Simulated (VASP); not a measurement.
# Sn2HO2 in VASP: single point with PBE+D3(BJ)

Aim: the single point of Sn2HO2 with PBE+D3(BJ).

Program: VASP 6.6.1. These are calculated values, not measurements. Logs are shortened: lines on timing, memory, paths and dates and some standing lists are left out, and cuts for length are marked.

**1. The cell of the first run**

The cell holds a slab with vacuum, 5 atoms: a = 3.820 Å, b = 3.820 Å, c = 19.463 Å, α = 90.00°, β = 90.00°, γ = 90.00°.

**2. Single point, PBE+D3(BJ), collinear spin**

Input file INCAR:

```
PREC     = Accurate       # precision mode
ENCUT    = 520            # plane-wave cutoff, eV
EDIFF    = 1E-6           # SCF threshold, eV
ISMEAR   = 0              # smearing method
SIGMA    = 0.05           # smearing width, eV
LREAL    = False          # projectors in reciprocal space
LASPH    = True           # aspherical terms in the spheres
NELM     = 150            # most SCF steps
ALGO     = Normal         # electronic algorithm
ISIF     = 2              # what is computed and relaxed
LWAVE    = False          # write WAVECAR
LCHARG   = False          # write CHGCAR
ISPIN    = 2              # spin polarisation
MAGMOM   = 0 0 0 0 1      # initial moments
LORBIT   = 11             # projections on sites
LDIPOL   = True         
IDIPOL   = 3            
DIPOL    = 0.5 0.5 0.301
GGA      = PE             # functional
IVDW     = 12             # dispersion correction
NBANDS   = 32             # bands
```

Input file KPOINTS:

```
regular mesh
0
Gamma
  7 7 1
```

Input file POSCAR:

```
Sn2HO2
1.0
    3.8201629938      0.0000000000      0.0000000000
    0.0000000000      3.8201629938      0.0000000000
    0.0000000000      0.0000000000     19.4630415395
Sn O H
2 2 1
Direct
    0.7500000000      0.2500000000      0.2055177240
    0.2500000000      0.7500000000      0.3269294538
    0.2500000000      0.2500000000      0.2662235889
    0.7500000000      0.7500000000      0.2662235889
    0.2500000000      1.0000000000      0.4399642020
```

Potentials or basis: VASP PAW PBE potentials, release 64 (Sn_d, O, H).

Command:

```bash
$ cat potpaw_PBE.64/Sn_d/POTCAR potpaw_PBE.64/O/POTCAR potpaw_PBE.64/H/POTCAR > POTCAR
$ mpirun -np 1 vasp_std > vasp.out
```

OUTCAR:

```text
PREC = Accurate
   ENCUT = 520
   EDIFF = 1E-6
   ISMEAR = 0
   LREAL = False
   LASPH = True
   NELM = 150
   ISIF = 2
   ISPIN = 2
   LORBIT = 11
   GGA = PE
   IVDW = 12
 IVDW          = 12

 ion  position               nearest neighbor table
   1  0.750  0.250  0.206-   3 2.25   4 2.25   4 2.25   3 2.25   2 3.59   2 3.59   2 3.59   2 3.59

   2  0.250  0.750  0.327-   3 2.25   4 2.25   3 2.25   4 2.25   1 3.59   1 3.59   1 3.59   1 3.59

   3  0.250  0.250  0.266-   1 2.25   1 2.25   2 2.25   2 2.25
   4  0.750  0.750  0.266-   1 2.25   1 2.25   2 2.25   2 2.25
   5  0.250  0.000  0.440-

  LATTYP: Found a simple tetragonal cell.
 ALAT       =     3.8201629938
 C/A-ratio  =     5.0948196637

  Lattice vectors:

 A1 = (   3.8201629938,   0.0000000000,   0.0000000000)
 A2 = (   0.0000000000,   3.8201629938,   0.0000000000)
 A3 = (   0.0000000000,   0.0000000000,  19.4630415395)

Analysis of symmetry for initial positions (statically):
=====================================================================
 Subroutine PRICEL returns:
 Original cell was already a primitive cell.

 Routine SETGRP: Setting up the symmetry group for a
 simple tetragonal supercell.

 Subroutine GETGRP returns: Found  2 space group operations
 (whereof  1 operations were pure point group operations)
 out of a pool of 16 trial point group operations.

The static configuration has the point symmetry C_1 .
 The point group associated with its full space group is C_1h.

Analysis of symmetry for dynamics (positions and initial velocities):
=====================================================================
 Subroutine PRICEL returns:
 Original cell was already a primitive cell.

 Routine SETGRP: Setting up the symmetry group for a
 simple tetragonal supercell.

 Subroutine GETGRP returns: Found  2 space group operations
 (whereof  1 operations were pure point group operations)
 out of a pool of 16 trial point group operations.

The dynamic configuration has the point symmetry C_1 .
 The point group associated with its full space group is C_1h.

Analysis of structural, dynamic, and magnetic symmetry:
=====================================================================
 Subroutine PRICEL returns:
 Original cell was already a primitive cell.

 Routine SETGRP: Setting up the symmetry group for a
 simple tetragonal supercell.

 Subroutine GETGRP returns: Found  2 space group operations
 (whereof  1 operations were pure point group operations)
 out of a pool of 16 trial point group operations.

The overall configuration has the point symmetry C_1 .
 The point group associated with its full space group is C_1h.

 Subroutine INISYM returns: Found  2 space group operations
 (whereof  1 operations are pure point group operations),
 and found     1 'primitive' translations

----------------------------------------------------------------------------------------

                                     Primitive cell

  volume of cell :     284.0367

  direct lattice vectors                    reciprocal lattice vectors
     3.820162994  0.000000000  0.000000000     0.261768935  0.000000000  0.000000000
     0.000000000  3.820162994  0.000000000     0.000000000  0.261768935  0.000000000
     0.000000000  0.000000000 19.463041540     0.000000000  0.000000000  0.051379431

  length of vectors
     3.820162994  3.820162994 19.463041540     0.261768935  0.261768935  0.051379431

  position of ions in fractional coordinates (direct lattice)
     0.750000000  0.250000000  0.205517724
     0.250000000  0.750000000  0.326929454
     0.250000000  0.250000000  0.266223589
     0.750000000  0.750000000  0.266223589
     0.250000000  0.000000000  0.439964202

  ion indices of the primitive-cell ions
   primitive index   ion index
                 1           1
                 2           2
                 3           3
                 4           4
                 5           5

----------------------------------------------------------------------------------------

 KPOINTS: regular mesh

Automatic generation of k-mesh.
 Grid dimensions read from file:
 generate k-points for:    7    7    1

 Generating k-lattice:

  Cartesian coordinates                     Fractional coordinates (reciprocal lattice)
     0.037395562  0.000000000  0.000000000     0.142857143  0.000000000  0.000000000
     0.000000000  0.037395562  0.000000000     0.000000000  0.142857143  0.000000000
     0.000000000  0.000000000  0.051379431     0.000000000  0.000000000  1.000000000

  Length of vectors
     0.037395562  0.037395562  0.051379431

  Shift w.r.t. Gamma in fractional coordinates (k-lattice)
     0.000000000  0.000000000  0.000000000

 Subroutine IBZKPT returns following result:
 ===========================================

 Found     16 irreducible k-points:

 Following reciprocal coordinates:
            Coordinates               Weight
  0.000000  0.000000  0.000000      1.000000
  0.142857  0.000000  0.000000      2.000000
  0.000000  0.142857  0.000000      2.000000
  0.285714  0.000000  0.000000      2.000000
  0.000000  0.285714  0.000000      2.000000
  0.428571  0.000000  0.000000      2.000000
[... 8 lines left out ...]
 -0.285714  0.428571  0.000000      4.000000
  0.428571  0.428571  0.000000      4.000000
   k-points           NKPTS =     16   k-points in BZ     NKDIM =     16   number of bands    NBANDS=     32
   number of dos      NEDOS =    301   number of ions     NIONS =      5
   total plane-waves  NPLWV = 117600
   dimension x,y,z NGX =    28 NGY =   28 NGZ =  150
   dimension x,y,z NGXF=    56 NGYF=   56 NGZF=  300
   ions per type =               2   2   1
   NGX,Y,Z   is equivalent  to a cutoff of  12.19, 12.19, 12.81 a.u.
   NGXF,Y,Z  is equivalent  to a cutoff of  24.37, 24.37, 25.62 a.u.
 SYSTEM =  unknown system
   PREC   = accura    normal or accurate (medium, high low for compatibility)
   ISTART =      0    job   : 0-new  1-cont  2-samecut
   ICHARG =      2    charge: 1-file 2-atom 10-const
   ISPIN  =      2    spin polarized calculation?
   LNONCOLLINEAR =      F non collinear calculations
   LSORBIT =      F    spin-orbit coupling
   LASPH  =      T    aspherical Exc in radial PAW
   ENCUT  =  520.0 eV  38.22 Ry    6.18 a.u.   7.10  7.10 36.19*2*pi/ulx,y,z
   NELM   =    150;   NELMIN=  2; NELMDL= -5     # of ELM steps
   EDIFF  = 0.1E-05   stopping-criterion for ELM
   LREAL  =      F    real-space projection
   EDIFFG = 0.1E-04   stopping-criterion for IOM
   NSW    =      0    number of steps for IOM
   IBRION =     -1    ionic relax: 0-MD 1-quasi-New 2-CG
   NFREE  =      0    steps in history (QN), initial steepest desc. (CG)
   ISIF   =      2    stress and relaxation
   ISYM   =      2    0-nonsym 1-usesym 2-fastsym
   POTIM  = 0.5000    time-step for ionic-motion
   TEBEG  =    0.0;   TEEND  =   0.0 temperature during run
   PSTRESS=    0.0 pullay stress
   NELECT =      41.0000    total number of electrons
   NUPDOWN=      -1.0000    fix difference up-down
   EMIN   =  10.00;   EMAX   =-10.00  energy-range for DOS
   EFERMI =   0.00;   METHOD = LEGACY
   ISMEAR =     0;   SIGMA  =   0.05  broadening in eV -4-tet -1-fermi 0-gaus
   EFERMI_NEDOS =   21; number of points for ismear=-14 and -15
   IALGO  =     38    algorithm
   IMIX   =      4    mixing-type and parameters
     AMIX     =   0.40;   BMIX     =  1.00
     AMIX_MAG =   1.60;   BMIX_MAG =  1.00
  volume/ion in A,a.u.               =      56.81       383.35
  Fermi-wavevector in a.u.,A,eV,Ry     =   0.858772  1.622844 10.034155  0.737490
  Thomas-Fermi vector in A             =   1.976027
   LORBIT       =     11    0 simple, 1 ext, 2 COOP (PROOUT), +10 PAW based schemes
   GGA     = PE    functional components
   LHFCALC =     F    Hartree Fock is set to
   AEXX    =    0.0000 exact exchange contribution
   IVDW    =    12    specifies the selected vdW correction
   LEPSILON=     F    determine dielectric tensor
   LRPA    =     F    only Hartree local field effects (RPA)
 spin polarized calculation
 Gauss-broadening in eV      SIGMA  =   0.05
  energy-cutoff  :      520.00
  volume of cell :      284.04
 maximum number of plane-waves:      7682
   NGX = 15   NGY = 15   NGZ = 73

 dipolmoment           0.000000      0.000000     -0.006680 electrons x Angstroem

 number of electron      40.9999989 magnetization       1.0000000

 dipolmoment           0.000000      0.000000      0.111175 electrons x Angstroem

 Free energy of the ion-electron system (eV)
  ---------------------------------------------------
  ext. energy  EPLUGINS =         0.00000000
  ---------------------------------------------------
  free energy    TOTEN  =       -23.88319936 eV

  energy without entropy =      -23.88319936  energy(sigma->0) =      -23.88319936

 E-fermi :  -1.5043     XC(G=0):  -3.4782

 val. band max:       -1.7326831332   @ k =   0.4286   0.0000   0.0000
 cond. band min:      -1.0991637521   @ k =   0.0000   0.0000   0.0000
 fundamental gap:      0.6335193812
 Fermi energy:        -1.5042565380

 spin component 1

 k-point     1 :       0.0000    0.0000    0.0000
  band No.  band energies     occupation
      1     -23.6349      1.00000
      2     -23.2721      1.00000
      3     -23.2373      1.00000
      4     -23.2270      1.00000
      5     -23.2183      1.00000
      6     -23.1850      1.00000
[... 24 lines left out ...]
     31       5.3031      0.00000
     32       5.9372      0.00000
[... 493 lines left out ...]
      1     -23.5748      1.00000
      2     -23.5571      1.00000
      3     -23.2464      1.00000
      4     -23.2303      1.00000
      5     -23.2121      1.00000
      6     -23.1983      1.00000
[... 24 lines left out ...]
     31       6.1945      0.00000
     32       6.6597      0.00000
 Fermi energy:        -1.5042565380

 spin component 2

 k-point     1 :       0.0000    0.0000    0.0000
  band No.  band energies     occupation
      1     -23.6009      1.00000
      2     -23.2442      1.00000
      3     -23.2119      1.00000
      4     -23.2090      1.00000
      5     -23.1988      1.00000
      6     -23.1700      1.00000
[... 24 lines left out ...]
     31       5.6069      0.00000
     32       6.1480      0.00000
[... 494 lines left out ...]
      2     -23.5247      1.00000
      3     -23.2277      1.00000
      4     -23.1965      1.00000
      5     -23.1908      1.00000
      6     -23.1624      1.00000
[... 24 lines left out ...]
     31       6.6324      0.00000
     32       6.8945      0.00000

------------------------ aborting loop because EDIFF is reached ----------------------------------------

 vacuum level on the upper side and lower side of the slab       (xc-potential included)         0.671        -0.671

 Edisp (eV)   -0.60775

 E8    (eV) :    -0.2651

  FORCE on cell =-STRESS in cart. coord.  units (eV):
  Direction    XX          YY          ZZ          XY          YZ          ZX
  --------------------------------------------------------------------------------------
  -------------------------------------------------------------------------------------
  Total       0.51278     0.47303    -0.97407     0.00000     0.13684     0.00000
  in kB       2.89244     2.66824    -5.49449     0.00000     0.77187     0.00000
  external pressure =        0.02 kB  Pullay stress =        0.00 kB

 VOLUME and BASIS-vectors are now :
 -----------------------------------------------------------------------------
  energy-cutoff  :      520.00
  volume of cell :      284.04
      direct lattice vectors                 reciprocal lattice vectors
     3.820162994  0.000000000  0.000000000     0.261768935  0.000000000  0.000000000
     0.000000000  3.820162994  0.000000000     0.000000000  0.261768935  0.000000000
     0.000000000  0.000000000 19.463041540     0.000000000  0.000000000  0.051379431

 POSITION                                       TOTAL-FORCE (eV/Angst)
 -----------------------------------------------------------------------------------
      2.86512      0.95504      4.00000         0.000000     -0.023103     -0.027421
      0.95504      2.86512      6.36304         0.000000      0.198042      0.480691
      0.95504      0.95504      5.18152         0.000000     -0.213949     -0.060786
      2.86512      2.86512      5.18152         0.000000      0.075737      0.049765
      0.95504      0.00000      8.56304         0.000000     -0.036728     -0.442248
 -----------------------------------------------------------------------------------
    total drift:                                0.000000      0.000043      0.000191

  FREE ENERGIE OF THE ION-ELECTRON SYSTEM (eV)
  ---------------------------------------------------
  free  energy   TOTEN  =       -24.4909487591 eV

  energy  without entropy=      -24.4909487591  energy(sigma->0) =      -24.49094876

 vacuum level on the upper side and lower side of the slab         3.726         2.348

 total charge

# of ion       s       p       d       tot
------------------------------------------
    1        1.279   0.763  10.054  12.097
    2        1.260   0.752  10.063  12.075
    3        1.579   3.424   0.000   5.003
    4        1.578   3.424   0.000   5.003
    5        0.408   0.002   0.000   0.410
--------------------------------------------------
tot          6.104   8.365  20.118  34.587

 magnetization (x)

# of ion       s       p       d       tot
------------------------------------------
    1        0.001   0.003   0.001   0.006
    2        0.133  -0.001   0.006   0.139
    3        0.005   0.058   0.000   0.063
    4        0.005   0.057   0.000   0.061
    5        0.275  -0.000   0.000   0.275
--------------------------------------------------
tot          0.420   0.117   0.008   0.545
```

It took 16 min on 1 thread of Oxide Virtual Turin-like, shared host; peak memory 0.51 GiB.

What came out:

| Quantity | Value |
| --- | --- |
| Free energy | -24.4909 eV |
| Largest force | 0.520 eV/Å |
| Band gap on the k mesh | 0.63 eV (least direct gap 1.07 eV) |
| Net moment | 1.00 μB per cell |
| Site moments | Sn +0.01, +0.14; O +0.06; H +0.28 μB |
| Valence electrons inside the program's atomic spheres | Sn 12.10, 12.07; O 5.00; H 0.41 |
| Dispersion energy per atom | -0.122 eV |

Forces in eV/Å, atoms in the order of the input:
```
Sn   0.000 -0.023 -0.027
Sn   0.000  0.198  0.481
O    0.000 -0.214 -0.061
O    0.000  0.076  0.050
H    0.000 -0.037 -0.442
```

Caveat: spin-orbit coupling is left out, which moves the levels of the heavy elements.
